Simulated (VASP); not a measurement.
Write the native input for VASP 6.6.1 that does the following.

- Task: single point
- Functional: PBE
- Potentials or basis: VASP PAW PBE potentials, release 64 (W_sv, C)
- Cutoff: 520 eV
- k mesh: 9 × 9 × 1
- Occupations: gaussian, width 0.1 eV
- Spin: no spin polarisation
- Dipole correction: yes
- Further INCAR settings: ALGO = Normal; EDIFF = 1e-06; NBANDS = 31

The structure of W3C lies in POSCAR:

```
W3C
1.0
    2.8545944806      0.0000000000      0.0000000000
   -1.4272972403      2.4721513377      0.0000000000
    0.0000000000      0.0000000000     21.6971108210
W C
3 1
Direct
    0.6666666667      0.3333333333      0.1843563428
    0.3333333333      0.6666666667      0.2926027619
    0.0000000000      0.0000000000      0.4008418859
    0.8888888889     -0.8888888889      0.5174472728
```

These files were run (other wordings do the same):

INCAR

```
SYSTEM = W3C
  PREC = Accurate
  ENCUT = 520
  EDIFF = 1E-6
  ISMEAR = 0
  SIGMA = 0.1
  LREAL = .FALSE.
  LASPH = .TRUE.
  NELM = 80
  ALGO = Normal
  ISIF = 2
  LWAVE = .FALSE.
  LCHARG = .FALSE.
  LDIPOL = .TRUE.
  IDIPOL = 3
  DIPOL = 0.5 0.5 0.349
  GGA = PE
  NBANDS = 31
```

KPOINTS

```
regular mesh
0
G
  9 9 1
  0 0 0
```

Potentials or basis: VASP PAW PBE potentials, release 64 (W_sv, C).

Command:

```console
$ cat potpaw_PBE.64/W_sv/POTCAR potpaw_PBE.64/C/POTCAR > POTCAR
$ mpirun -np 1 vasp_std > vasp.out
```

Results of the run:

| Quantity | Value |
| --- | --- |
| Largest force | 2.931 eV/Å |
| Band gap on the k mesh | zero (bands 23 and 24 overlap by 0.77 eV) |

Caveat: spin-orbit coupling is left out, which moves the levels of the heavy elements.

Wall time 2.7 min on 1 thread of AMD EPYC 9R45 96-Core Processor (Zen 5) (shared host), peak memory 0.31 GiB.
